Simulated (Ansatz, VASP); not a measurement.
## YSe in VASP and in Ansatz

The input INCAR:

```
  PREC = Accurate
  ENCUT = 600
  EDIFF = 1E-6
  ISMEAR = -1
  SIGMA = 0.1
  LREAL = F
  LASPH = T
  NELM = 60
  ALGO = Normal
  ISIF = 3
  LWAVE = F
  LCHARG = F
  GGA = CA
  IBRION = 2
  NSW = 100
  EDIFFG = -0.002
```

KPOINTS

```
regular mesh
0
Gamma
  12 12 12
```

The input POSCAR:

```
YSe
1.0
    0.0000000000      2.8515000000      2.8515000000
    2.8515000000      0.0000000000      2.8515000000
    2.8515000000      2.8515000000      0.0000000000
Y Se
1 1
Direct
    0.5000000000      0.5000000000      0.5000000000
    0.0000000000      0.0000000000      0.0000000000
```

Input for Ansatz:

```yaml
crystal:
  lattice:
    - [0.0, 2.8515, 2.8515]
    - [2.8515, 0.0, 2.8515]
    - [2.8515, 2.8515, 0.0]
  atoms:
    - { symbol: "Y", position: [0.5, 0.5, 0.5] }
    - { symbol: Se, position: [0.0, 0.0, 0.0] }
kpoints:
  mp_grid: { grid: [12, 12, 12] }
scf:
  occupations: { method: fermi_dirac, width: 0.1 }
hamiltonian:
  xc: lda
  pseudopotentials: { kind: paw }
relax:
  f_tol: 0.002
  max_steps: 80
  cell: {}
output:
  forces: true
  stress: true
```

Alike in both runs: task relaxation of cell and atoms; functional LDA; k mesh 12 × 12 × 12; occupations fermi-dirac, width 0.1 eV; no spin polarisation.

|  | VASP | Ansatz |
| --- | --- | --- |
| version | VASP 6.6.1 | Ansatz 0.2.0 |
| potentials or method | VASP PAW LDA potentials, release 64 (Y_sv, Se) | PAW with Ansatz's default frozen-core files, scalar-relativistic |
| plane-wave cutoff (eV) | 600 | 420 |
| valence electrons in the cell | 17 | 27 |

Ansatz gave:

```
relaxed volume (Å³/atom)                                     : 22.46
relaxed cell length with the largest relative difference (Å) : 3.990
```

Question: Which values does VASP return?

Answer: Relaxed volume (Å³/atom): 22.50; relaxed cell length with the largest relative difference (Å): 3.993.

LDA's correlation is that of Perdew and Zunger in VASP and of Perdew and Wang (1992) in Ansatz. VASP's potentials hold 17 valence electrons a cell and Ansatz's 27, so a difference there can come from the potentials and not from the codes.
